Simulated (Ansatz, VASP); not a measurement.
# Two plane-wave programs on Cu

The input INCAR:

```
SYSTEM = Cu
  ALGO = Normal
  EDIFF = 1E-6
  ENCUT = 520
  GGA = PE
  ISIF = 2
  ISMEAR = 0
  LASPH = .True.
  LCHARG = .False.
  LDAU = .True.
  LDAUJ = 0
  LDAUL = 2
  LDAUPRINT = 1
  LDAUTYPE = 2
  LDAUU = 8
  LMAXMIX = 4
  LREAL = .False.
  LWAVE = .False.
  NBANDS = 18
  NELM = 150
  PREC = Accurate
  SIGMA = 0.15
```

Contents of KPOINTS:

```
k-points
0
Gamma
  18 18 18
  0 0 0
```

POSCAR

```
Cu
1.0
    1.2634141204     -4.1115037498      0.0000000000
    1.2634141204      4.1115037498      0.0000000000
    0.0000000000      0.0000000000      2.5142119659
Cu
2
Direct
    0.0210080975      0.7529377565      0.2500000000
    0.9789919025      0.2470622435      0.7500000000
```

Input for Ansatz:

```yaml
crystal:
  lattice:
    - [1.2634141204, -4.1115037498, 0.0]
    - [1.2634141204, 4.1115037498, 0.0]
    - [0.0, 0.0, 2.5142119659]
  atoms:
    - { symbol: Cu, position: [0.0210080975, 0.7529377565, 0.25] }
    - { symbol: Cu, position: [0.9789919025, 0.2470622435, 0.75] }
kpoints:
  mp_grid: { grid: [18, 18, 18] }
hamiltonian:
  xc: pbe
  pseudopotentials: { kind: paw, azcp: { folder: soft_1 } }
  hubbard: { sites: [{ species: Cu, l: d, u_eff: 8.0 }], double_counting: fll }
scf:
  occupations: { method: gaussian, width: 0.15 }
output:
  forces: true
  eigenvalues: true
  stress: true
```

Alike in both runs: task single point; functional PBE; k mesh 18 × 18 × 18; occupations gaussian, width 0.15 eV; no spin polarisation; Hubbard terms Cu d U = 8.0 eV.

```csv
,VASP,Ansatz
version,VASP 6.6.1,Ansatz 0.2.0
potentials or method,"VASP PAW PBE potentials, release 64 (Cu)","scalar-relativistic, plane waves, PAW"
plane-wave cutoff (eV),520,420
valence electrons in the cell,22,38
```

|  | VASP | Ansatz | Ansatz less VASP |
| --- | --- | --- | --- |
| gap on the k mesh at the Fermi level (eV) | none | none | - |
| pressure (GPa) | -2.9 | 1.3 | +4.18 |
| traceless stress, the component that is largest in VASP (GPa) | 6.11 | 7.75 | +1.635 |
| rms of the force components (eV/Å) | 0.366 | 0.507 | +0.1406 |

The programs project onto different local orbitals, so the same U acts differently, and such runs can settle in different states. Atom by atom the forces differ by 0.141 eV/Å (rms over components). A gap of «none» marks a metal or a gap that the smearing closes. VASP's potentials hold 22 valence electrons a cell and Ansatz's 38, so a difference there can come from the potentials and not from the codes. Ansatz's warnings: filled band counts differ across k points.
